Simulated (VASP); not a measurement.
Set up this calculation in VASP 6.6.1, as the native input.

| Property | Result |
| --- | --- |
| Task | single point |
| Functional | r2SCAN |
| Potentials or basis | VASP PAW PBE potentials, release 64 (Cl) |
| Cutoff | 520 eV |
| k mesh | 8 × 8 × 4 |
| Occupations | gaussian, width 0.01 eV |
| Spin | no spin polarisation |
| Dipole correction | no |
| Further INCAR settings | ALGO = Normal; EDIFF = 1e-07; NBANDS = 22 |

Crystal: Cl.

```
Cl
1.0
     3.10245   -1.97177    0.00000
     3.14802    2.04272    0.00000
     0.00000    0.00000    8.14656
Cl
4
Direct
  0.87564 0.12436 0.60748
  0.12436 0.87564 0.39252
  0.62436 0.37564 0.10748
  0.37564 0.62436 0.89252
```

This cell differs from its parent crystal: shear xy strain +2.3%.

These files were run (other wordings do the same):

POSCAR

```
Cl
1.0
    3.1024544740     -1.9717736604      0.0000000000
    3.1480189377      2.0427165336      0.0000000000
    0.0000000000      0.0000000000      8.1465601234
Cl
4
Direct
    0.8756350071      0.1243649929      0.6074783214
    0.1243649929      0.8756350071      0.3925216786
    0.6243649929      0.3756350071      0.1074783214
    0.3756350071      0.6243649929      0.8925216786
```

INCAR.step1

```
SYSTEM = Cl
PREC = Accurate ; ENCUT = 520
ISMEAR = 0 ; SIGMA = 0.01
LREAL = .FALSE. ; LASPH = .TRUE.
NELM = 100 ; NBANDS = 22
GGA = PE ; ALGO = Normal
EDIFF = 1E-4 ; LWAVE = .TRUE.
LCHARG = .FALSE.
```

INCAR.step2

```
SYSTEM = Cl
PREC = Accurate ; ENCUT = 520
EDIFF = 1E-7 ; ISMEAR = 0
SIGMA = 0.01 ; LREAL = .FALSE.
LASPH = .TRUE. ; NELM = 100
ALGO = Normal ; ISIF = 2
LWAVE = .FALSE. ; LCHARG = .TRUE.
METAGGA = R2SCAN ; LMIXTAU = .TRUE.
LELF = .TRUE. ; LVHAR = .TRUE.
NBANDS = 22 ; ISTART = 1
```

KPOINTS

```
regular mesh
0
G
  8 8 4
  0 0 0
```

Potentials or basis: VASP PAW PBE potentials, release 64 (Cl).

Run with:

```sh
$ cat potpaw_PBE.64/Cl/POTCAR > POTCAR
$ cp INCAR.step1 INCAR
$ mpirun -np 1 vasp_std > vasp.out
$ cp INCAR.step2 INCAR
$ mpirun -np 1 vasp_std > vasp.out
```

It gave:

- Pressure: 0.3 GPa
- Largest force: 0.234 eV/Å
- Band gap on the k mesh: 2.59 eV

Caveat: the cell differs from its parent crystal (shear xy strain +2.3%); the PAW data sets were made with another functional, which shifts forces and pressure a little.

Wall time 19 min on 1 thread of Intel Xeon 8259CL, with other jobs on the host, peak memory 0.32 GiB.
